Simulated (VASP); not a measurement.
Here is a VASP 6.6.1 calculation.

File INCAR:

```
  PREC = Accurate
  ENCUT = 520
  EDIFF = 1E-7
  ISMEAR = -1
  SIGMA = 0.05
  LREAL = False
  LASPH = True
  NELM = 80
  ALGO = Fast
  ISIF = 2
  LWAVE = False
  LCHARG = True
  GGA = PE
  LELF = True
  LVHAR = True
  NBANDS = 16
```

KPOINTS

```
regular mesh
0
Gamma
  6 6 3
```

File POSCAR:

```
Rb
1.0
    5.0194389924      0.0000000000      0.0000000000
   -2.5097194962      4.3469616801      0.0000000000
    0.0000000000      0.0000000000      8.3279621290
Rb
2
Direct
    0.6666666667      0.3333333333      0.7500000000
    0.3333333333      0.6666666667      0.2500000000
```

Potentials or basis: VASP PAW PBE potentials, release 64 (Rb_sv).

The run is started by

```sh
$ cat potpaw_PBE.64/Rb_sv/POTCAR > POTCAR
$ mpirun -np 1 vasp_std > vasp.out
```

Q: Estimate the band gap on the k mesh.

A: Zero (bands 9 and 10 overlap by 1.76 eV).

Q: Estimate the pressure.

A: 0.0 GPa.

Stress tensor (GPa, compression positive):
```
 0.07  0.00  0.00
 0.00  0.07  0.00
 0.00  0.00 -0.04
```
